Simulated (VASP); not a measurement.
Wanted: the native input for a VASP 6.6.1 run.

```
Task                   : single point
Functional             : revPBE
Potentials or basis    : VASP PAW PBE potentials, release 64 (Cd, Te)
Cutoff                 : 520 eV
k mesh                 : 6 × 6 × 6
Occupations            : gaussian, width 0.05 eV
Spin                   : no spin polarisation
Dipole correction      : no
Further INCAR settings : ALGO = Normal; EDIFF = 1e-06; NBANDS = 16
```

The structure of CdTe lies in POSCAR:

```
CdTe
1.0
    0.0000000000      3.3013237943      3.3013237943
    3.3013237943      0.0000000000      3.3013237943
    3.3013237943      3.3013237943      0.0000000000
Cd Te
1 1
Direct
    0.0000000000      0.0000000000      0.0000000000
    0.2500000000      0.2500000000      0.2500000000
```

This cell differs from its parent crystal: volume scaled by 0.96.

These files were run (other wordings do the same):

INCAR

```
SYSTEM = CdTe
  PREC = Accurate
  ENCUT = 520
  EDIFF = 1E-6
  ISMEAR = 0
  SIGMA = 0.05
  LREAL = .False.
  LASPH = .True.
  NELM = 100
  ALGO = Normal
  ISIF = 2
  LWAVE = .False.
  LCHARG = .False.
  GGA = RE
  NBANDS = 16
```

KPOINTS

```
Automatic mesh
0
Gamma
  6 6 6
  0 0 0
```

Potentials or basis: VASP PAW PBE potentials, release 64 (Cd, Te).

Command:

```console
$ cat potpaw_PBE.64/Cd/POTCAR potpaw_PBE.64/Te/POTCAR > POTCAR
$ mpirun -np 1 vasp_std > vasp.out
```

Results of the run:

```yaml
Pressure: 1.5 GPa
Band_gap_on_the_k_mesh: 0.71 eV, direct
```

Caveat: the PAW data sets were made with another functional, which shifts forces and pressure a little; spin-orbit coupling is left out, which moves the levels of the heavy elements.

It took 20 s on 1 thread of Intel Xeon 8259CL, on a shared host, peak memory 0.21 GiB.
